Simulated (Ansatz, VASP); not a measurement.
# One calculation of Te2Mo, two programs

```
CELL_PARAMETERS angstrom
3.56565 0.00000 0.00000
-1.78283 3.08795 0.00000
0.00000 0.00000 14.64778
ATOMIC_POSITIONS crystal
Te 0.33333 0.66667 0.62782
Te 0.66667 0.33333 0.12782
Te 0.66667 0.33333 0.37218
Te 0.33333 0.66667 0.87218
Mo 0.33333 0.66667 0.25000
Mo 0.66667 0.33333 0.75000
```

Alike in both runs: task single point; functional PBEsol; k mesh 6 × 6 × 2; occupations gaussian, width 0.1 eV; no spin polarisation.

```csv
,VASP,Ansatz
version,VASP 6.6.1,Ansatz 0.2.0
potentials or method,"VASP PAW PBE potentials, release 64 (Te, Mo_sv), cutoff 500 eV","scalar-relativistic, plane waves, PAW"
valence electrons in the cell,52,92
```

VASP gave:

| Quantity | Value |
| --- | --- |
| gap on the k mesh at the Fermi level (eV) | 0.93 |
| least direct gap on the mesh (eV) | 0.97 |
| pressure (GPa) | -2.7 |
| traceless stress, the component that is largest in VASP (GPa) | 1.15 |
| rms of the force components (eV/Å) | 0.037 |

Question: Estimate Ansatz's values.

Answer: gap on the k mesh at the Fermi level (eV): 0.94; least direct gap on the mesh (eV): 0.97; pressure (GPa): -2.9; traceless stress, the component that is largest in VASP (GPa): 1.08; rms of the force components (eV/Å): 0.051.

VASP's potentials were made for PBE, not for PBEsol. Atom by atom the forces differ by 0.014 eV/Å (rms over components). The functional is the same, so the differences come from potentials, cutoffs and numerics. VASP's potentials hold 52 valence electrons a cell and Ansatz's 92, so a difference there can come from the potentials and not from the codes.

Spin-orbit coupling is off throughout.
